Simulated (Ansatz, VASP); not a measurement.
## One calculation of Ga, two programs

File INCAR:

```
SYSTEM = Ga
ALGO = Normal ; EDIFF = 1E-6
ENCUT = 520 ; GGA = PE
ISIF = 2 ; ISMEAR = -1
LASPH = .True. ; LCHARG = .False.
LREAL = .False. ; LWAVE = .False.
NBANDS = 12 ; NELM = 80
PREC = Accurate ; SIGMA = 0.1
```

The input KPOINTS:

```
k-points
0
Gamma
  19 19 19
  0 0 0
```

The input POSCAR:

```
Ga
1.0
    2.8266479160      0.0000000000      0.0000000000
    0.0000000000      2.8266479160      0.0000000000
    0.0000000000      0.0000000000      2.8266479160
Ga
1
Direct
    0.0000000000      0.0000000000      0.0000000000
```

Input for Ansatz:

```yaml
crystal:
  lattice:
    - [2.826647916, 0.0, 0.0]
    - [0.0, 2.826647916, 0.0]
    - [0.0, 0.0, 2.826647916]
  atoms:
    - { symbol: Ga, position: [0.0, 0.0, 0.0] }
hamiltonian:
  xc: pbe
  pseudopotentials:
    kind: paw
    azcp:
      Ga: "pseudopotentials/Ga.paw.azcp"
basis:
  ecutwfc: 420
  fft_grid_basis: typed
kpoints:
  mp_grid: { grid: [19, 19, 19], shift: [0, 0, 0] }
magnetization:
  spin_polarized: false
scf:
  occupations: { method: fermi_dirac, width: 0.1 }
output:
  stress: true
```

Alike in both runs: task single point; functional PBE; k mesh 19 × 19 × 19; occupations fermi-dirac, width 0.1 eV; no spin polarisation.

|  | VASP | Ansatz |
| --- | --- | --- |
| version | VASP 6.6.1 | Ansatz 0.2.0 |
| potentials or method | VASP PAW PBE potentials, release 64 (Ga_d), cutoff 520 eV | plane waves (420 eV) with PAW, scalar-relativistic |
| valence electrons in the cell | 13 | 13 |

Ansatz gave:

```
pressure (GPa) : -4.0
```

Question: Which values does VASP return?

Answer: Pressure (GPa): -3.9.
